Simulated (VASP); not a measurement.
A run of VASP 6.6.1 is set up as follows.

Contents of INCAR:

```
ALGO = Normal
EDIFF = 1E-6
ENCUT = 910
GGA_COMPAT = False
ISIF = 2
ISMEAR = 0
LASPH = True
LCHARG = False
LREAL = False
LWAVE = False
NBANDS = 16
NELM = 120
PREC = Accurate
SIGMA = 0.1
```

Contents of KPOINTS:

```
k-points
0
Gamma
  9 9 4
```

File POSCAR:

```
BN
1.0
    2.5539396000      0.0000000000      0.0000000000
   -1.2769698000      2.2117765700      0.0000000000
    0.0000000000      0.0000000000      4.2268550000
B N
2 2
Direct
    0.6666666700      0.3333333300      0.9997240000
    0.3333333300      0.6666666700      0.4997240000
    0.6666666700      0.3333333300      0.6252760000
    0.3333333300      0.6666666700      0.1252760000
```

Potentials or basis: VASP PAW LDA potentials, release 64 (B_h, N_h).

Launch:

```sh
$ cat potpaw_LDA.64/B_h/POTCAR potpaw_LDA.64/N_h/POTCAR > POTCAR
$ mpirun -np 1 vasp_std > vasp.out
```

(1) Predict the pressure.

(2) What does it give for the band gap on the k mesh?

## Answers

(1) -13.4 GPa.

(2) 4.97 eV, indirect (least direct gap 8.10 eV).

Caveat: the cutoff is under 1.25 times the usual one of these potentials, so pressure, stress and relaxed cells hold a basis-set (Pulay) error.
